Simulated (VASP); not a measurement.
The system is LiCl.

```
Cl Li
1.0
     0.00000    2.53011    2.53011
     2.53011    0.00000    2.53011
     2.53011    2.53011    0.00000
Cl Li
1 1
Direct
  0.50000 0.50000 0.50000
  0.00000 0.00000 0.00000
```

Base run:

```yaml
Program: VASP 6.6.1
Functional: PBEsol
Potentials_or_basis: VASP PAW PBE potentials, release 64 (Cl, Li_sv)
Cutoff: 520 eV
k_mesh: 9 × 9 × 9
Occupations: fermi-dirac, width 0.05 eV
Spin: no spin polarisation
```

Its results: band gap on the k mesh 6.37 eV, direct.

Task: The run is repeated on the same cell with these changes: functional from PBEsol to PBE. What comes out?

Result: Band gap on the k mesh 6.58 eV, direct.

A k mesh can miss the band edges.
